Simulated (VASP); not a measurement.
Runs of VASP 6.6.1 on MgS. The structure is that of space group Fm-3m (No. 225), or close to it. The cells are those of the table. 

```tsv
level	cell	smearing	gap on the mesh (eV)	pressure (GPa)
PBE	a = 3.756, b = 3.756, c = 3.679 Å, angles 60.7, 60.7, 58.7°, 2 atoms	fermi-dirac 0.02 eV	2.53	-1.8
r2SCAN	a = 3.667 Å, angles 60.0°, 2 atoms	gaussian 0.01 eV	3.46	(b)
r2SCAN	a = 3.680, b = 3.680, c = 3.581 Å, angles 60.9, 60.9, 61.8°, 2 atoms	gaussian 0.01 eV	3.05	(c)
r2SCAN	a = 3.756, b = 3.756, c = 3.679 Å, angles 60.7, 60.7, 58.7°, 2 atoms	gaussian 0.01 eV	3.18	-3.2
PBE	a = 3.667 Å, angles 60.0°, 2 atoms	fermi-dirac 0.02 eV	2.80	(a)
PBE	a = 3.680, b = 3.680, c = 3.581 Å, angles 60.9, 60.9, 61.8°, 2 atoms	fermi-dirac 0.02 eV	2.42	0.9
```

Alike in all rows: task single point; potentials or basis VASP PAW PBE potentials, release 64 (Mg, S); no spin polarisation; k mesh 8 × 8 × 8; cutoff (eV) 520.

Estimate the missing entries.

(a) 1.6; (b) 0.4; (c) -0.4.

Caveats: the PAW data sets were made with another functional, which shifts forces and pressure a little (some runs).

A k mesh can miss the band edges.
